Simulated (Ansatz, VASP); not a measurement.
**Mg2C: VASP beside Ansatz**

INCAR

```
PREC = Accurate ; ENCUT = 520
EDIFF = 1E-7 ; ISMEAR = 0
SIGMA = 0.1 ; LREAL = False
LASPH = True ; NELM = 150
ALGO = Normal ; ISIF = 2
LWAVE = False ; LCHARG = True
ISPIN = 2 ; MAGMOM = 0 0 1
LORBIT = 11 ; GGA = PE
LELF = True ; LVHAR = True
NBANDS = 15
```

The input KPOINTS:

```
regular mesh
0
Gamma
  6 6 6
```

POSCAR

```
Mg2C
1.0
   -2.0976739300      2.0976739300      2.7398114600
    2.0976739300     -2.0976739300      2.7398114600
    2.0976739300      2.0976739300     -2.7398114600
Mg C
2 1
Direct
    0.5000000000      0.0000000000      0.5000000000
    0.0000000000      0.5000000000      0.5000000000
    0.5000000000      0.5000000000      0.0000000000
```

Input for Ansatz:

```yaml
crystal:
  lattice:
    - [-2.09767393, 2.09767393, 2.73981146]
    - [2.09767393, -2.09767393, 2.73981146]
    - [2.09767393, 2.09767393, -2.73981146]
  atoms:
    - { symbol: Mg, position: [0.5, 0.0, 0.5] }
    - { symbol: Mg, position: [0.0, 0.5, 0.5] }
    - { symbol: C, position: [0.5, 0.5, 0.0], spin: 1.0 }
basis:
  ecutwfc: 420
kpoints:
  mp_grid: { grid: [6, 6, 6] }
hamiltonian:
  xc: pbe
scf:
  occupations: { method: gaussian, width: 0.1 }
  lower_state_search: "off"
output:
  forces: true
  stress: true
  eigenvalues: true
  populations: true
magnetization:
  spin_polarized: true
```

Alike in both runs: task single point; functional PBE; k mesh 6 × 6 × 6; occupations gaussian, width 0.1 eV; collinear spin.

```csv
,VASP,Ansatz
version,VASP 6.6.1,Ansatz 0.2.0
potentials or method,"VASP PAW PBE potentials, release 64 (Mg, C), cutoff 520 eV","scalar-relativistic, plane waves, PAW"
valence electrons in the cell,8,24
```

```csv
,VASP,Ansatz,Ansatz less VASP
gap on the k mesh at the Fermi level (eV),none,none,-
pressure (GPa),4.9,4.9,0.00
"traceless stress, the component that is largest in VASP (GPa)",4.21,4.23,+0.016
net moment per atom (μB),0.00,0.00,0.000
```

A gap of «none» marks a metal or a gap that the smearing closes. VASP's potentials hold 8 valence electrons a cell and Ansatz's 24, so a difference there can come from the potentials and not from the codes. Ansatz's warnings: seeded moment not kept.
